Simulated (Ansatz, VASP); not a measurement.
# One calculation of Ge, two programs

```
Ge
1.0
     0.00000    2.83734    2.83734
     2.83734    0.00000    2.83734
     2.83734    2.83734    0.00000
Ge
2
Direct
  0.00000 0.00000 0.00000
  0.25000 0.25000 0.25000
```

Alike in both runs: functional PBEsol; k mesh 14 × 14 × 14; occupations gaussian, width 0.1 eV; no spin polarisation.

Ansatz relaxed the structure, and its values are those at the end. VASP's run is a single point on that final structure, the one shown.

|  | VASP | Ansatz |
| --- | --- | --- |
| version | VASP 6.6.1 | Ansatz 0.2.0 |
| potentials or method | VASP PAW PBE potentials, release 64 (Ge_d), cutoff 520 eV | scalar-relativistic, plane waves, PAW |
| valence electrons in the cell | 28 | 28 |

```csv
,VASP,Ansatz,Ansatz less VASP
gap on the k mesh at the Fermi level (eV),none,none,-
pressure (GPa),-0.4,0.0,+0.43
```

VASP's potentials were made for PBE, not for PBEsol. A gap of «none» marks a metal or a gap that the smearing closes. With one functional, cell and mesh, what is left measures potentials, basis and numerics.
